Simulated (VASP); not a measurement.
# ZnAu (Pm-3m) in VASP: notebook

ZnAu is run at these levels: PBE; tasks: electric field gradients, single point.

All numbers are computed with VASP 6.6.1; they aren't measurements. Logs are shortened: lines on timing, memory, paths and dates and some standing lists are left out, and cuts for length are marked.

### 1 The cell of the first run

The structure is cubic, space group Pm-3m (No. 221). Conventional cell: a = 3.199 Å, b = 3.199 Å, c = 3.199 Å, α = 90.00°, β = 90.00°, γ = 90.00°. Zn (site symmetry m-3m) has 8 Au at 2.77 Å and 6 Zn at 3.20 Å within 3.7 Å. Within 3.7 Å of Au (site symmetry m-3m) lie 8 Zn at 2.77 Å and 6 Au at 3.20 Å.

### 2 Electric field gradients, PBE (16.36 Å³/atom)

File INCAR:

```
  PREC = Accurate
  ENCUT = 520
  EDIFF = 1E-8
  ISMEAR = -1
  SIGMA = 0.05
  LREAL = False
  LASPH = True
  NELM = 100
  ALGO = Normal
  ISIF = 2
  LWAVE = False
  LCHARG = False
  GGA = PE
  LEFG = True
  NBANDS = 18
```

File KPOINTS:

```
Automatic mesh
0
Gamma
  12 12 12
```

File POSCAR:

```
ZnAu
1.0
    3.1985993349      0.0000000000      0.0000000000
    0.0000000000      3.1985993349      0.0000000000
    0.0000000000      0.0000000000      3.1985993349
Zn Au
1 1
Direct
    0.5000000000      0.5000000000      0.5000000000
    0.0000000000      0.0000000000      0.0000000000
```

Potentials or basis: VASP PAW PBE potentials, release 64 (Zn, Au).

Run with:

```sh
cat potpaw_PBE.64/Zn/POTCAR potpaw_PBE.64/Au/POTCAR > POTCAR
mpirun -np 1 vasp_std > vasp.out
```

OUTCAR:

```text
PREC = Accurate
   ENCUT = 520
   EDIFF = 1E-8
   ISMEAR = -1
   LREAL = False
   LASPH = True
   NELM = 100
   ISIF = 2
   GGA = PE

 ion  position               nearest neighbor table
   1  0.500  0.500  0.500-   2 2.77   2 2.77   2 2.77   2 2.77   2 2.77   2 2.77   2 2.77   2 2.77

   2  0.000  0.000  0.000-   1 2.77   1 2.77   1 2.77   1 2.77   1 2.77   1 2.77   1 2.77   1 2.77

  LATTYP: Found a simple cubic cell.
 ALAT       =     3.1985993349

  Lattice vectors:

 A1 = (   3.1985993349,   0.0000000000,   0.0000000000)
 A2 = (   0.0000000000,   3.1985993349,   0.0000000000)
 A3 = (   0.0000000000,   0.0000000000,   3.1985993349)

Analysis of symmetry for initial positions (statically):
=====================================================================
 Subroutine PRICEL returns:
 Original cell was already a primitive cell.

 Routine SETGRP: Setting up the symmetry group for a
 simple cubic supercell.

 Subroutine GETGRP returns: Found 48 space group operations
 (whereof 48 operations were pure point group operations)
 out of a pool of 48 trial point group operations.

The static configuration has the point symmetry O_h .

Analysis of symmetry for dynamics (positions and initial velocities):
=====================================================================
 Subroutine PRICEL returns:
 Original cell was already a primitive cell.

 Routine SETGRP: Setting up the symmetry group for a
 simple cubic supercell.

 Subroutine GETGRP returns: Found 48 space group operations
 (whereof 48 operations were pure point group operations)
 out of a pool of 48 trial point group operations.

The dynamic configuration has the point symmetry O_h .

 Subroutine INISYM returns: Found 48 space group operations
 (whereof 48 operations are pure point group operations),
 and found     1 'primitive' translations

----------------------------------------------------------------------------------------

                                     Primitive cell

  volume of cell :      32.7250

  direct lattice vectors                    reciprocal lattice vectors
     3.198599335  0.000000000  0.000000000     0.312636844  0.000000000  0.000000000
     0.000000000  3.198599335  0.000000000     0.000000000  0.312636844  0.000000000
     0.000000000  0.000000000  3.198599335     0.000000000  0.000000000  0.312636844

  length of vectors
     3.198599335  3.198599335  3.198599335     0.312636844  0.312636844  0.312636844

  position of ions in fractional coordinates (direct lattice)
     0.500000000  0.500000000  0.500000000
     0.000000000  0.000000000  0.000000000

  ion indices of the primitive-cell ions
   primitive index   ion index
                 1           1
                 2           2

----------------------------------------------------------------------------------------

 KPOINTS: Automatic mesh

Automatic generation of k-mesh.
 Grid dimensions read from file:
 generate k-points for:   12   12   12

 Generating k-lattice:

  Cartesian coordinates                     Fractional coordinates (reciprocal lattice)
     0.026053070  0.000000000  0.000000000     0.083333333  0.000000000  0.000000000
     0.000000000  0.026053070  0.000000000     0.000000000  0.083333333  0.000000000
     0.000000000  0.000000000  0.026053070     0.000000000  0.000000000  0.083333333

  Length of vectors
     0.026053070  0.026053070  0.026053070

  Shift w.r.t. Gamma in fractional coordinates (k-lattice)
     0.000000000  0.000000000  0.000000000

 Subroutine IBZKPT returns following result:
 ===========================================

 Found     84 irreducible k-points:

 Following reciprocal coordinates:
            Coordinates               Weight
  0.000000  0.000000  0.000000      1.000000
  0.083333  0.000000  0.000000      6.000000
  0.166667  0.000000  0.000000      6.000000
  0.250000  0.000000  0.000000      6.000000
  0.333333  0.000000  0.000000      6.000000
  0.416667  0.000000  0.000000      6.000000
[... 16 lines left out ...]
  0.333333  0.333333  0.000000     12.000000
  0.416667  0.333333  0.000000     24.000000
 [... further k-points ...]
   k-points           NKPTS =     84   k-points in BZ     NKDIM =     84   number of bands    NBANDS=     18
   number of dos      NEDOS =    301   number of ions     NIONS =      2
   total plane-waves  NPLWV =  13824
   dimension x,y,z NGX =    24 NGY =   24 NGZ =   24
   dimension x,y,z NGXF=    48 NGYF=   48 NGZF=   48
   ions per type =               1   1
   NGX,Y,Z   is equivalent  to a cutoff of  12.47, 12.47, 12.47 a.u.
   NGXF,Y,Z  is equivalent  to a cutoff of  24.95, 24.95, 24.95 a.u.
 SYSTEM =  unknown system
   PREC   = accura    normal or accurate (medium, high low for compatibility)
   ISTART =      0    job   : 0-new  1-cont  2-samecut
   ICHARG =      2    charge: 1-file 2-atom 10-const
   ISPIN  =      1    spin polarized calculation?
   LNONCOLLINEAR =      F non collinear calculations
   LSORBIT =      F    spin-orbit coupling
   LASPH  =      T    aspherical Exc in radial PAW
   ENCUT  =  520.0 eV  38.22 Ry    6.18 a.u.   5.95  5.95  5.95*2*pi/ulx,y,z
   NELM   =    100;   NELMIN=  2; NELMDL= -5     # of ELM steps
   EDIFF  = 0.1E-07   stopping-criterion for ELM
   LREAL  =      F    real-space projection
   EDIFFG = 0.1E-06   stopping-criterion for IOM
   NSW    =      0    number of steps for IOM
   IBRION =     -1    ionic relax: 0-MD 1-quasi-New 2-CG
   NFREE  =      0    steps in history (QN), initial steepest desc. (CG)
   ISIF   =      2    stress and relaxation
   ISYM   =      2    0-nonsym 1-usesym 2-fastsym
   POTIM  = 0.5000    time-step for ionic-motion
   TEBEG  =    0.0;   TEEND  =   0.0 temperature during run
   PSTRESS=    0.0 pullay stress
   NELECT =      23.0000    total number of electrons
   NUPDOWN=      -1.0000    fix difference up-down
   EMIN   =  10.00;   EMAX   =-10.00  energy-range for DOS
   EFERMI =   0.00;   METHOD = LEGACY
   ISMEAR =    -1;   SIGMA  =   0.05  broadening in eV -4-tet -1-fermi 0-gaus
   EFERMI_NEDOS =   21; number of points for ismear=-14 and -15
   IALGO  =     38    algorithm
   IMIX   =      4    mixing-type and parameters
     AMIX     =   0.40;   BMIX     =  1.00
     AMIX_MAG =   1.60;   BMIX_MAG =  1.00
  volume/ion in A,a.u.               =      16.36       110.42
  Fermi-wavevector in a.u.,A,eV,Ry     =   1.455540  2.750573 28.825274  2.118598
  Thomas-Fermi vector in A             =   2.572563
   LORBIT       =      0    0 simple, 1 ext, 2 COOP (PROOUT), +10 PAW based schemes
   GGA     = PE    functional components
   LHFCALC =     F    Hartree Fock is set to
   AEXX    =    0.0000 exact exchange contribution
   IVDW    =     0    specifies the selected vdW correction
   LEPSILON=     F    determine dielectric tensor
   LRPA    =     F    only Hartree local field effects (RPA)
 non-spin polarized calculation
  energy-cutoff  :      520.00
  volume of cell :       32.72
 maximum number of plane-waves:       912
 NGX is ok and might be reduce to    24
   NGX = 11   NGY = 11   NGZ = 11

 number of electron      23.0000042 magnetization

 Free energy of the ion-electron system (eV)
  ---------------------------------------------------
  ext. energy  EPLUGINS =         0.00000000
  ---------------------------------------------------
  free energy    TOTEN  =        -4.75311988 eV

  energy without entropy =       -4.74886383  energy(sigma->0) =       -4.75099185

 E-fermi :   6.5543     XC(G=0): -12.1014

 val. band max:        6.4979568154   @ k =   0.4167   0.4167   0.1667
 cond. band min:       6.5769378266   @ k =   0.3333   0.2500   0.0000
 fundamental gap:      0.0789810111
 Fermi energy:         6.5543214144

 k-point     1 :       0.0000    0.0000    0.0000
  band No.  band energies     occupation
      1      -3.6630      2.00000
      2      -1.3952      2.00000
      3      -1.3952      2.00000
      4      -0.8114      2.00000
      5      -0.8114      2.00000
      6      -0.8114      2.00000
[... 10 lines left out ...]
     17      18.2977      0.00000
     18      24.6202      0.00000

 k-point     2 :       0.0833    0.0000    0.0000
  band No.  band energies     occupation
      1      -3.5443      2.00000
      2      -1.3726      2.00000
      3      -1.3635      2.00000
      4      -0.8131      2.00000
      5      -0.8131      2.00000
      6      -0.8028      2.00000
[... 10 lines left out ...]
     17      18.8632      0.00000
     18      24.4711      0.00000
[... 442 lines left out ...]
 k-point    24 :       0.4167    0.3333    0.0000
  band No.  band energies     occupation
      1      -1.4908      2.00000
      2      -1.3132      2.00000
      3      -1.0377      2.00000
      4      -0.9647      2.00000
      5      -0.6596      2.00000
      6       0.2371      2.00000
[... 10 lines left out ...]
     17      19.7862      0.00000
     18      20.1715      0.00000

 [... further k-points ...]
[... 5 lines left out ...]
  --------------------------------------------------------------------------------------
  -------------------------------------------------------------------------------------
  Total       -0.2381824     -0.2381824     -0.2381824     -0.0000000     -0.0000000      0.0000000
  in kB      -11.6611328    -11.6611328    -11.6611328     -0.0000000     -0.0000000      0.0000000
  external PRESSURE =     -11.6611328 kB  Pullay stress =       0.0000000 kB

 VOLUME and BASIS-vectors are now :
 -----------------------------------------------------------------------------
  energy-cutoff  :      520.00
  volume of cell :       32.72
      direct lattice vectors                 reciprocal lattice vectors
     3.198599335  0.000000000  0.000000000     0.312636844  0.000000000  0.000000000
     0.000000000  3.198599335  0.000000000     0.000000000  0.312636844  0.000000000
     0.000000000  0.000000000  3.198599335     0.000000000  0.000000000  0.312636844

 POSITION                                       TOTAL-FORCE (eV/Angst)
 -----------------------------------------------------------------------------------
      1.59930      1.59930      1.59930         0.000000      0.000000      0.000000
      0.00000      0.00000      0.00000         0.000000      0.000000      0.000000
 -----------------------------------------------------------------------------------
    total drift:                                0.000000      0.000000     -0.000000

  FREE ENERGIE OF THE ION-ELECTRON SYSTEM (eV)
  ---------------------------------------------------
  free  energy   TOTEN  =        -4.7531198754 eV

  energy  without entropy=       -4.7488638260  energy(sigma->0) =       -4.75099185

 Electric field gradients (V/A^2)
---------------------------------------------------------------------
 ion       V_xx      V_yy      V_zz      V_xy      V_xz      V_yz
---------------------------------------------------------------------
   1      -0.000    -0.000    -0.000     0.000    -0.000     0.000
   2       0.000     0.000    -0.000    -0.000     0.000    -0.000
---------------------------------------------------------------------

 Electric field gradients after diagonalization (V/A^2)
 (convention: |V_zz| > |V_xx| > |V_yy|)
----------------------------------------------------------------------
 ion       V_xx      V_yy      V_zz     asymmetry (V_yy - V_xx)/ V_zz
----------------------------------------------------------------------
   1      -0.000    -0.000    -0.000      -0.200
   2       0.000     0.000    -0.000       0.233
----------------------------------------------------------------------

           NMR quadrupolar parameters

 Cq : quadrupolar parameter    Cq=e*Q*V_zz/h
 eta: asymmetry parameters     (V_yy - V_xx)/ V_zz
 Q  : nuclear electric quadrupole moment in mb (millibarn)
----------------------------------------------------------------------
 ion       Cq(MHz)       eta       Q (mb)
----------------------------------------------------------------------
   1      -0.000      -0.200       1.000
   2      -0.000       0.233       1.000
----------------------------------------------------------------------
```

Run time: 50 s. Hardware: 1 thread of Intel Xeon 8259CL, shared host; peak memory 0.18 GiB.

Results:

* Free energy: -4.7531 eV
* Pressure: -1.2 GPa
* Band gap on the k mesh: zero (an odd number of electrons rules out a gap without spin polarisation)
* Largest electric field gradient by atom: zero within the noise of the run

Levels at points of the mesh, in eV from the Fermi level:
| k point | band 9 | band 10 | band 11 | band 12 | band 13 | band 14 |
| --- | --- | --- | --- | --- | --- | --- |
| (0.00, 0.00, 0.00) | -3.71 | -3.71 | -3.71 | 4.88 | 4.88 | 4.88 |
| (0.50, 0.00, 0.00) | -4.77 | -4.77 | -3.84 | -2.42 | 10.28 | 10.74 |
| (0.50, 0.50, 0.00) | -4.05 | -3.16 | -1.83 | -1.83 | 0.63 | 2.17 |
| (0.50, 0.50, 0.50) | -3.11 | -3.11 | 1.22 | 3.24 | 3.66 | 3.66 |

Caveat: spin-orbit coupling is left out, which moves the levels of the heavy elements.

### 3 Single point, PBE

This run uses another cell than the first one, of 15.58 Å³/atom.

File POSCAR:

```
ZnAu
1.0
    3.1470000000      0.0000000000      0.0000000000
    0.0000000000      3.1470000000      0.0000000000
    0.0000000000      0.0000000000      3.1470000000
Zn Au
1 1
Direct
    0.5000000000      0.5000000000      0.5000000000
    0.0000000000      0.0000000000      0.0000000000
```

File INCAR.step1:

```
SYSTEM = ZnAu
PREC     = Accurate       ! precision mode
ENCUT    = 520            ! plane-wave cutoff, eV
EDIFF    = 1E-6           ! SCF threshold, eV
ISMEAR   = -1             ! smearing method
SIGMA    = 0.05           ! smearing width, eV
LREAL    = .FALSE.        ! projectors in reciprocal space
LASPH    = .TRUE.         ! aspherical terms in the spheres
NELM     = 100            ! most SCF steps
ALGO     = Normal         ! electronic algorithm
ISIF     = 2              ! what is computed and relaxed
LWAVE    = .FALSE.        ! write WAVECAR
LCHARG   = .TRUE.         ! write CHGCAR
LMAXMIX  = 4              ! l up to which the mixer works
GGA      = PE             ! functional
NBANDS   = 18             ! bands
```

File KPOINTS.step1:

```
regular mesh
0
G
  12 12 12
  0 0 0
```

File INCAR.step2:

```
SYSTEM = ZnAu
PREC     = Accurate       ! precision mode
ENCUT    = 520            ! plane-wave cutoff, eV
EDIFF    = 1E-6           ! SCF threshold, eV
ISMEAR   = -5             ! smearing method
SIGMA    = 0.05           ! smearing width, eV
LREAL    = .FALSE.        ! projectors in reciprocal space
LASPH    = .TRUE.         ! aspherical terms in the spheres
NELM     = 100            ! most SCF steps
ALGO     = Normal         ! electronic algorithm
ISIF     = 2              ! what is computed and relaxed
LWAVE    = .FALSE.        ! write WAVECAR
LCHARG   = .FALSE.        ! write CHGCAR
LMAXMIX  = 4              ! l up to which the mixer works
GGA      = PE             ! functional
LORBIT   = 10             ! projections on sites
NBANDS   = 18             ! bands
NEDOS    = 1001           ! points of the DOS
ICHARG   = 11             ! starting density
```

File KPOINTS.step2:

```
regular mesh
0
G
  18 18 18
  0 0 0
```

Potentials or basis: VASP PAW PBE potentials, release 64 (Zn, Au).

Run with:

```sh
cat potpaw_PBE.64/Zn/POTCAR potpaw_PBE.64/Au/POTCAR > POTCAR
cp INCAR.step1 INCAR
cp KPOINTS.step1 KPOINTS
mpirun -np 1 vasp_std > vasp.out
cp INCAR.step2 INCAR
cp KPOINTS.step2 KPOINTS
mpirun -np 1 vasp_std > vasp.out
```

It took 96 s on 1 thread of Intel Xeon 8259CL, shared host; peak memory 0.24 GiB.

The run converged. Its results:

* Valence electrons inside the program's atomic spheres: Zn 10.74; Au 9.73

Levels at points of the mesh, in eV from the Fermi level:
```tsv
k point	band 10	band 11	band 12	band 13	band 14	band 15
(0.00, 0.00, 0.00)	-3.76	-3.76	4.98	4.98	4.98	8.84
(0.50, 0.00, 0.00)	-4.94	-3.92	-2.40	10.41	11.13	11.13
(0.50, 0.50, 0.00)	-3.18	-1.99	-1.99	0.83	2.49	10.39
(0.50, 0.50, 0.50)	-3.13	1.39	3.58	3.74	3.74	3.74
```

Caveat: spin-orbit coupling is left out, which moves the levels of the heavy elements; tetrahedron occupations give inexact forces and stress in metals.

### 4 Electric field gradients, PBE

This run uses another cell than the first one, of 15.58 Å³/atom.

File INCAR:

```
SYSTEM = ZnAu
  PREC = Accurate
  ENCUT = 520
  EDIFF = 1E-8
  ISMEAR = -1
  SIGMA = 0.05
  LREAL = .False.
  LASPH = .True.
  NELM = 100
  ALGO = Normal
  ISIF = 2
  LWAVE = .False.
  LCHARG = .False.
  GGA = PE
  LEFG = .True.
  NBANDS = 18
```

File KPOINTS:

```
regular mesh
0
Gamma
  12 12 12
  0 0 0
```

POSCAR is that of step 3.

Potentials or basis: VASP PAW PBE potentials, release 64 (Zn, Au).

Run with:

```sh
cat potpaw_PBE.64/Zn/POTCAR potpaw_PBE.64/Au/POTCAR > POTCAR
mpirun -np 1 vasp_std > vasp.out
```

OUTCAR:

```text
SYSTEM = ZnAu
   PREC = Accurate
   ENCUT = 520
   EDIFF = 1E-8
   ISMEAR = -1
   LREAL = .False.
   LASPH = .True.
   NELM = 100
   ISIF = 2
   GGA = PE

 ion  position               nearest neighbor table
   1  0.500  0.500  0.500-   2 2.73   2 2.73   2 2.73   2 2.73   2 2.73   2 2.73   2 2.73   2 2.73

   2  0.000  0.000  0.000-   1 2.73   1 2.73   1 2.73   1 2.73   1 2.73   1 2.73   1 2.73   1 2.73

  LATTYP: Found a simple cubic cell.
 ALAT       =     3.1470000000

  Lattice vectors:

 A1 = (   3.1470000000,   0.0000000000,   0.0000000000)
[... 718 lines left out ...]
  free  energy   TOTEN  =        -4.7354315283 eV

  energy  without entropy=       -4.7318514217  energy(sigma->0) =       -4.73364148

 Electric field gradients (V/A^2)
---------------------------------------------------------------------
 ion       V_xx      V_yy      V_zz      V_xy      V_xz      V_yz
---------------------------------------------------------------------
   1       0.000    -0.000     0.000    -0.000     0.000     0.000
   2       0.000    -0.000    -0.000    -0.000     0.000    -0.000
---------------------------------------------------------------------

 Electric field gradients after diagonalization (V/A^2)
 (convention: |V_zz| > |V_xx| > |V_yy|)
----------------------------------------------------------------------
 ion       V_xx      V_yy      V_zz     asymmetry (V_yy - V_xx)/ V_zz
----------------------------------------------------------------------
   1      -0.000     0.000     0.000       0.190
   2       0.000    -0.000    -0.000       0.514
----------------------------------------------------------------------

           NMR quadrupolar parameters

 Cq : quadrupolar parameter    Cq=e*Q*V_zz/h
 eta: asymmetry parameters     (V_yy - V_xx)/ V_zz
 Q  : nuclear electric quadrupole moment in mb (millibarn)
----------------------------------------------------------------------
 ion       Cq(MHz)       eta       Q (mb)
----------------------------------------------------------------------
   1       0.000       0.190       1.000
   2      -0.000       0.514       1.000
----------------------------------------------------------------------
```

It took 55 s on 1 thread of AMD EPYC 7R13, shared host; peak memory 0.15 GiB.

What came out:

```
Free energy                             : -4.7354 eV
Pressure                                : 5.0 GPa
Band gap on the k mesh                  : zero (an odd number of electrons rules out a gap without spin polarisation)
Largest electric field gradient by atom : zero within the noise of the run
```

Caveat: the cell stands under pressure; spin-orbit coupling is left out, which moves the levels of the heavy elements.

### 5 Overview

```tsv
task	cell	k mesh for the DOS	occupations for the DOS	gap on the mesh (eV)	pressure (GPa)
electric field gradients	a = 3.199 Å, 2 atoms	-	-	none	-1.2
single point	a = 3.147 Å, 2 atoms	18 × 18 × 18	tetrahedron	-	-
electric field gradients	a = 3.147 Å, 2 atoms	-	-	none	5.0
```

Alike in all rows: level PBE; potentials or basis VASP PAW PBE potentials, release 64 (Zn, Au); no spin polarisation; k mesh 12 × 12 × 12; cutoff (eV) 520; smearing fermi-dirac 0.05 eV.

Caveats: spin-orbit coupling is left out, which moves the levels of the heavy elements; tetrahedron occupations give inexact forces and stress in metals (at least some runs); the cell stands under pressure (at least some runs).

Total energies depend on the potentials used, so only differences within one code and one set of settings carry meaning.
